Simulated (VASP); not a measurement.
# Si16N (a cell with a defect) in VASP: single point with PBE

Aim: the single point of Si16N (a cell with a defect) with PBE.

Everything below comes from runs of VASP 6.6.1. Logs are shortened: lines on timing, memory, paths and dates and some standing lists are left out, and cuts for length are marked.

### 1 The cell of the first run

The cell holds a defect, 17 atoms: a = 7.679 Å, b = 7.679 Å, c = 7.679 Å, α = 60.00°, β = 60.00°, γ = 60.00°.

### 2 Single point, PBE, collinear spin, ferromagnetic start

Input file INCAR:

```
PREC = Accurate
ENCUT = 520
EDIFF = 1E-6
ISMEAR = -1
SIGMA = 0.02
LREAL = Auto
LASPH = T
NELM = 150
ALGO = Normal
ISIF = 2
LWAVE = F
LCHARG = F
ISPIN = 2
MAGMOM = 0 0 0 0 0 0 0 0 0 0 0 0 0 0 0 0 1
LORBIT = 11
GGA = PE
NBANDS = 52
```

Input file KPOINTS:

```
regular mesh
0
Gamma
  2 2 2
```

Input file POSCAR:

```
Si16N
1.0
    0.0000000000      5.4300000000      5.4300000000
    5.4300000000      0.0000000000      5.4300000000
    5.4300000000      5.4300000000      0.0000000000
Si N
16 1
Direct
   -0.0301749540      0.0197513812      0.0183517495
    0.1272283610      0.1645027624      0.0837661142
   -0.0134530387     -0.0508931860      0.4230847145
    0.0799723757      0.1006721915      0.6585543278
   -0.0090883978      0.5334714549     -0.0207826888
    0.1115837937      0.6329650092      0.1282320442
   -0.0004143646      0.4879097606      0.4980386740
    0.1561970534      0.5922744015      0.6022375691
    0.4891804788      0.0235082873      0.0334346225
    0.6026519337      0.1508103131      0.1653959484
    0.4744751381      0.0171086556      0.5576795580
    0.6202394107      0.1590791897      0.6647145488
    0.4845856354      0.5111970534      0.0335174954
    0.6101381215      0.6576887661      0.1354972376
    0.5113443831      0.5341436464      0.5051749540
    0.6415101289      0.6423756906      0.6450276243
    0.9051933702      0.0402946593      0.6212707182
```

Potentials or basis: VASP PAW PBE potentials, release 64 (Si, N).

On the command line:

```
> cat potpaw_PBE.64/Si/POTCAR potpaw_PBE.64/N/POTCAR > POTCAR
> mpirun -np 1 vasp_std > vasp.out
```

OUTCAR:

```text
PREC = Accurate
   ENCUT = 520
   EDIFF = 1E-6
   ISMEAR = -1
   LREAL = Auto
   LASPH = T
   NELM = 150
   ISIF = 2
   ISPIN = 2
   LORBIT = 11
   GGA = PE

 ion  position               nearest neighbor table
   1  0.970  0.020  0.018-   4 2.28  10 2.31   2 2.34   6 2.43   3 2.93
   2  0.127  0.165  0.084-   3 2.31   5 2.32   9 2.32   1 2.34
   3  0.987  0.949  0.423-  17 1.70   2 2.31   8 2.36  12 2.68   1 2.93   4 3.06
   4  0.080  0.101  0.659-  17 1.80   1 2.28   7 2.45  11 2.53   3 3.06
   5  0.991  0.533  0.979-   2 2.32   6 2.32  14 2.40   8 2.41
   6  0.112  0.633  0.128-   5 2.32   7 2.32  13 2.35   1 2.43
   7  1.000  0.488  0.498-  16 2.28   8 2.30   6 2.32   4 2.45
   8  0.156  0.592  0.602-  15 2.30   7 2.30   3 2.36   5 2.41
   9  0.489  0.024  0.033-  14 2.30  12 2.32   2 2.32  10 2.34
  10  0.603  0.151  0.165-  13 2.26   1 2.31   9 2.34  11 2.46
  11  0.474  0.017  0.558-  16 2.37  10 2.46  12 2.48   4 2.53
  12  0.620  0.159  0.665-  17 1.82   9 2.32  15 2.36  11 2.48   3 2.68
  13  0.485  0.511  0.034-  10 2.26   6 2.35  14 2.35  16 2.45
  14  0.610  0.658  0.135-   9 2.30  15 2.33  13 2.35   5 2.40
  15  0.511  0.534  0.505-   8 2.30  14 2.33  12 2.36  16 2.37
  16  0.642  0.642  0.645-   7 2.28  11 2.37  15 2.37  13 2.45
  17  0.905  0.040  0.621-   3 1.70   4 1.80  12 1.82

  LATTYP: Found a face centered cubic cell.
 ALAT       =    10.8600000000

  Lattice vectors:

 A1 = (   0.0000000000,   5.4300000000,   5.4300000000)
 A2 = (   5.4300000000,   0.0000000000,   5.4300000000)
 A3 = (   5.4300000000,   5.4300000000,   0.0000000000)

Analysis of symmetry for initial positions (statically):
=====================================================================
 Subroutine PRICEL returns:
 Original cell was already a primitive cell.

 Routine SETGRP: Setting up the symmetry group for a
 face centered cubic supercell.

 Subroutine GETGRP returns: Found  1 space group operations
 (whereof  1 operations were pure point group operations)
 out of a pool of 48 trial point group operations.

The static configuration has the point symmetry C_1 .

Analysis of symmetry for dynamics (positions and initial velocities):
=====================================================================
 Subroutine PRICEL returns:
 Original cell was already a primitive cell.

 Routine SETGRP: Setting up the symmetry group for a
 face centered cubic supercell.

 Subroutine GETGRP returns: Found  1 space group operations
 (whereof  1 operations were pure point group operations)
 out of a pool of 48 trial point group operations.

The dynamic configuration has the point symmetry C_1 .

Analysis of structural, dynamic, and magnetic symmetry:
=====================================================================
 Subroutine PRICEL returns:
 Original cell was already a primitive cell.

 Routine SETGRP: Setting up the symmetry group for a
 face centered cubic supercell.

 Subroutine GETGRP returns: Found  1 space group operations
 (whereof  1 operations were pure point group operations)
 out of a pool of 48 trial point group operations.

The overall configuration has the point symmetry C_1 .

 Subroutine INISYM returns: Found  1 space group operations
 (whereof  1 operations are pure point group operations),
 and found     1 'primitive' translations

----------------------------------------------------------------------------------------

                                     Primitive cell

  volume of cell :     320.2060

  direct lattice vectors                    reciprocal lattice vectors
     0.000000000  5.430000000  5.430000000    -0.092081031  0.092081031  0.092081031
     5.430000000  0.000000000  5.430000000     0.092081031 -0.092081031  0.092081031
     5.430000000  5.430000000  0.000000000     0.092081031  0.092081031 -0.092081031

  length of vectors
     7.679179644  7.679179644  7.679179644     0.159489025  0.159489025  0.159489025

[... 73 lines left out ...]
  0.000000  0.500000  0.500000      1.000000
  0.500000  0.000000  0.500000      1.000000
   k-points           NKPTS =      8   k-points in BZ     NKDIM =      8   number of bands    NBANDS=     52
   number of dos      NEDOS =    301   number of ions     NIONS =     17
   total plane-waves  NPLWV = 216000
   dimension x,y,z NGX =    60 NGY =   60 NGZ =   60
   dimension x,y,z NGXF=   120 NGYF=  120 NGZF=  120
   ions per type =              16   1
   NGX,Y,Z   is equivalent  to a cutoff of  12.99, 12.99, 12.99 a.u.
   NGXF,Y,Z  is equivalent  to a cutoff of  25.98, 25.98, 25.98 a.u.
 SYSTEM =  unknown system
   PREC   = accura    normal or accurate (medium, high low for compatibility)
   ISTART =      0    job   : 0-new  1-cont  2-samecut
   ICHARG =      2    charge: 1-file 2-atom 10-const
   ISPIN  =      2    spin polarized calculation?
   LNONCOLLINEAR =      F non collinear calculations
   LSORBIT =      F    spin-orbit coupling
   LASPH  =      T    aspherical Exc in radial PAW
   ENCUT  =  520.0 eV  38.22 Ry    6.18 a.u.  14.28 14.28 14.28*2*pi/ulx,y,z
   NELM   =    150;   NELMIN=  2; NELMDL= -5     # of ELM steps
   EDIFF  = 0.1E-05   stopping-criterion for ELM
   LREAL  =      T    real-space projection
   EDIFFG = 0.1E-04   stopping-criterion for IOM
   NSW    =      0    number of steps for IOM
   IBRION =     -1    ionic relax: 0-MD 1-quasi-New 2-CG
   NFREE  =      0    steps in history (QN), initial steepest desc. (CG)
   ISIF   =      2    stress and relaxation
   ISYM   =      2    0-nonsym 1-usesym 2-fastsym
   POTIM  = 0.5000    time-step for ionic-motion
   TEBEG  =    0.0;   TEEND  =   0.0 temperature during run
   PSTRESS=    0.0 pullay stress
   NELECT =      69.0000    total number of electrons
   NUPDOWN=      -1.0000    fix difference up-down
   EMIN   =  10.00;   EMAX   =-10.00  energy-range for DOS
   EFERMI =   0.00;   METHOD = LEGACY
   ISMEAR =    -1;   SIGMA  =   0.02  broadening in eV -4-tet -1-fermi 0-gaus
   EFERMI_NEDOS =   21; number of points for ismear=-14 and -15
   IALGO  =     38    algorithm
   IMIX   =      4    mixing-type and parameters
     AMIX     =   0.40;   BMIX     =  1.00
     AMIX_MAG =   1.60;   BMIX_MAG =  1.00
  volume/ion in A,a.u.               =      18.84       127.11
  Fermi-wavevector in a.u.,A,eV,Ry     =   0.981480  1.854728 13.106528  0.963303
  Thomas-Fermi vector in A             =   2.112490
   LORBIT       =     11    0 simple, 1 ext, 2 COOP (PROOUT), +10 PAW based schemes
   GGA     = PE    functional components
   LHFCALC =     F    Hartree Fock is set to
   AEXX    =    0.0000 exact exchange contribution
   IVDW    =     0    specifies the selected vdW correction
   LEPSILON=     F    determine dielectric tensor
   LRPA    =     F    only Hartree local field effects (RPA)
 spin polarized calculation
  energy-cutoff  :      520.00
  volume of cell :      320.21
 maximum number of plane-waves:      8646
 NGX is ok and might be reduce to    60
   NGX = 29   NGY = 29   NGZ = 29

 number of electron      69.0000000 magnetization       0.2772606

 Free energy of the ion-electron system (eV)
  ---------------------------------------------------
  ext. energy  EPLUGINS =         0.00000000
  ---------------------------------------------------
  free energy    TOTEN  =       -91.76681869 eV

  energy without entropy =      -91.75724240  energy(sigma->0) =      -91.76203054

 E-fermi :   6.1712     XC(G=0):  -9.5690

 val. band max:        6.1684513249   @ k =   0.0000   0.0000   0.0000
 cond. band min:       6.1813139812   @ k =   0.5000   0.5000   0.5000
 fundamental gap:      0.0128626564
 Fermi energy:         6.1712423490

 spin component 1

 k-point     1 :       0.0000    0.0000    0.0000
  band No.  band energies     occupation
      1     -10.4965      1.00000
      2      -5.7429      1.00000
      3      -3.9421      1.00000
      4      -3.8263      1.00000
      5      -3.6699      1.00000
      6      -3.0960      1.00000
[... 381 lines left out ...]
     45       9.9248      0.00000
     46      10.1355      0.00000
 Fermi energy:         6.1712423490

 spin component 2

 k-point     1 :       0.0000    0.0000    0.0000
  band No.  band energies     occupation
      1     -10.4652      1.00000
      2      -5.7311      1.00000
      3      -3.9267      1.00000
      4      -3.8121      1.00000
      5      -3.6482      1.00000
      6      -3.0752      1.00000
[... 381 lines left out ...]
     45       9.9431      0.00000
     46      10.1564      0.00000
 [bands above 46 left out]

------------------------ aborting loop because EDIFF is reached ----------------------------------------

  FORCE on cell =-STRESS in cart. coord.  units (eV):
  Direction    XX          YY          ZZ          XY          YZ          ZX
  --------------------------------------------------------------------------------------
  -------------------------------------------------------------------------------------
  Total       11.0125415      3.5553759      3.7587825      0.0916046     -1.6991471      0.6030938
  in kB       55.1021641     17.7896181     18.8073798      0.4583512     -8.5018235      3.0176300
  external PRESSURE =      30.5663873 kB  Pullay stress =       0.0000000 kB

 VOLUME and BASIS-vectors are now :
 -----------------------------------------------------------------------------
  energy-cutoff  :      520.00
  volume of cell :      320.21
      direct lattice vectors                 reciprocal lattice vectors
     0.000000000  5.430000000  5.430000000    -0.092081031  0.092081031  0.092081031
     5.430000000  0.000000000  5.430000000     0.092081031 -0.092081031  0.092081031
     5.430000000  5.430000000  0.000000000     0.092081031  0.092081031 -0.092081031

 POSITION                                       TOTAL-FORCE (eV/Angst)
 -----------------------------------------------------------------------------------
      0.20690      5.36580      5.37340        -0.296089      0.722375     -0.162200
      1.34810      1.14570      1.58410        -0.076772      0.082932     -0.285512
      7.45100      7.65430     10.51060        -0.630237     -0.176446     -0.159697
      4.12260      4.01020      0.98090         0.456501     -0.776300      0.770777
      8.21390     10.69780      8.27740        -0.025054     -0.501140     -0.052960
      4.13330      1.30220      4.04290         0.369272     -0.213108      0.660139
[... 9 lines left out ...]
      6.99060      6.98590      6.97150         0.901712     -0.477759     -0.768379
      3.59230      8.28870      5.13400         1.118871      0.361926      0.470682
 -----------------------------------------------------------------------------------
    total drift:                               -0.005321      0.003156     -0.009752

  FREE ENERGIE OF THE ION-ELECTRON SYSTEM (eV)
  ---------------------------------------------------
  free  energy   TOTEN  =       -91.7668186903 eV

  energy  without entropy=      -91.7572423970  energy(sigma->0) =      -91.76203054

 total charge

# of ion       s       p       d       tot
------------------------------------------
    1        0.747   0.953   0.000   1.700
    2        0.755   0.967   0.000   1.722
    3        0.782   0.894   0.000   1.675
    4        0.754   0.875   0.000   1.629
    5        0.743   0.937   0.000   1.680
    6        0.743   0.943   0.000   1.686
[... 9 lines left out ...]
   16        0.747   0.933   0.000   1.680
   17        1.254   2.597   0.000   3.851
--------------------------------------------------
tot         13.268  17.517   0.000  30.785

 magnetization (x)

# of ion       s       p       d       tot
------------------------------------------
    1        0.000   0.003   0.000   0.004
    2        0.002   0.009   0.000   0.010
    3        0.006   0.023   0.000   0.029
    4        0.003   0.013   0.000   0.017
    5        0.000   0.001   0.000   0.001
    6        0.000   0.002   0.000   0.002
[... 9 lines left out ...]
   16       -0.000  -0.000   0.000  -0.000
   17        0.001   0.017   0.000   0.018
--------------------------------------------------
tot          0.023   0.087   0.000   0.110
```

Run time: 5.3 min. Hardware: 1 thread of Intel Xeon 6975P-C (Granite Rapids), shared host; peak memory 0.71 GiB.

What came out:

```
Free energy                                           : -91.7668 eV
Pressure                                              : 3.1 GPa
Largest force                                         : 1.467 eV/Å
Net moment                                            : 0.28 μB per cell
Site moments                                          : Si +0.00, +0.01, +0.03, +0.02, -0.00 (each value once); N +0.02 μB
Valence electrons inside the program's atomic spheres : Si 1.70, 1.72, 1.68, 1.63, 1.69, 1.61 (each value once); N 3.85
```

Forces on the atoms (eV/Å):
```
Si  -0.296  0.722 -0.162
Si  -0.077  0.083 -0.286
Si  -0.630 -0.176 -0.160
Si   0.457 -0.776  0.771
Si  -0.025 -0.501 -0.053
Si   0.369 -0.213  0.660
Si  -0.819  0.846 -0.715
Si   0.591 -0.029 -0.206
Si   0.328 -0.484  0.060
Si   0.252  0.956 -1.084
Si  -0.791 -0.261  0.535
Si  -0.483 -0.046  0.063
Si   0.006 -0.950  0.959
Si  -0.766  0.387 -0.013
Si  -0.136  0.557 -0.070
Si   0.902 -0.478 -0.768
N    1.119  0.362  0.471
```

Stress tensor (GPa, compression positive):
```
 5.51  0.05  0.30
 0.05  1.78 -0.85
 0.30 -0.85  1.88
```

Levels at points of the mesh, in eV from the Fermi level:
Spin up:
| k point | band 31 | band 32 | band 33 | band 34 | band 35 | band 36 | band 37 | band 38 | band 39 | band 40 |
| --- | --- | --- | --- | --- | --- | --- | --- | --- | --- | --- |
| (0.00, 0.00, 0.00) | -1.13 | -0.88 | -0.62 | -0.31 | -0.22 | 0.00 | 0.51 | 0.67 | 0.84 | 0.93 |
| (0.50, 0.00, 0.00) | -1.37 | -0.94 | -0.74 | -0.52 | 0.09 | 1.01 | 1.16 | 1.18 | 1.42 | 1.51 |
| (0.00, 0.50, 0.00) | -1.17 | -1.10 | -1.03 | -0.59 | -0.24 | 0.91 | 1.04 | 1.11 | 1.45 | 1.52 |
| (0.00, 0.00, 0.50) | -1.33 | -1.16 | -0.98 | -0.74 | -0.03 | 0.80 | 1.03 | 1.15 | 1.38 | 1.48 |
| (0.50, 0.50, 0.50) | -1.41 | -0.97 | -0.84 | -0.29 | -0.07 | 0.92 | 1.15 | 1.28 | 1.37 | 1.61 |
| (0.50, 0.50, 0.00) | -1.57 | -1.45 | -1.33 | -0.91 | 0.52 | 1.11 | 1.49 | 1.96 | 2.07 | 2.27 |
| (0.00, 0.50, 0.50) | -1.59 | -1.49 | -1.43 | -0.23 | -0.03 | 0.83 | 1.32 | 1.47 | 1.86 | 2.07 |
| (0.50, 0.00, 0.50) | -1.65 | -1.34 | -1.15 | -0.98 | 0.24 | 1.18 | 1.36 | 1.96 | 2.04 | 2.23 |
Spin down:
```csv
k point,band 32,band 33,band 34,band 35,band 36,band 37
"(0.00, 0.00, 0.00)",-0.81,-0.61,-0.28,-0.20,0.03,0.53
"(0.50, 0.00, 0.00)",-0.92,-0.72,-0.50,0.16,1.03,1.17
"(0.00, 0.50, 0.00)",-1.08,-1.02,-0.56,-0.16,0.94,1.05
"(0.00, 0.00, 0.50)",-1.15,-0.98,-0.71,0.06,0.84,1.04
"(0.50, 0.50, 0.50)",-0.95,-0.81,-0.24,0.01,0.94,1.17
"(0.50, 0.50, 0.00)",-1.42,-1.31,-0.88,0.60,1.12,1.51
"(0.00, 0.50, 0.50)",-1.47,-1.42,-0.15,0.02,0.86,1.34
"(0.50, 0.00, 0.50)",-1.32,-1.12,-0.96,0.33,1.20,1.37
```

Caveat: the k points lie up to 0.50 Å⁻¹ apart; the atoms stand as in a frame of molecular dynamics.
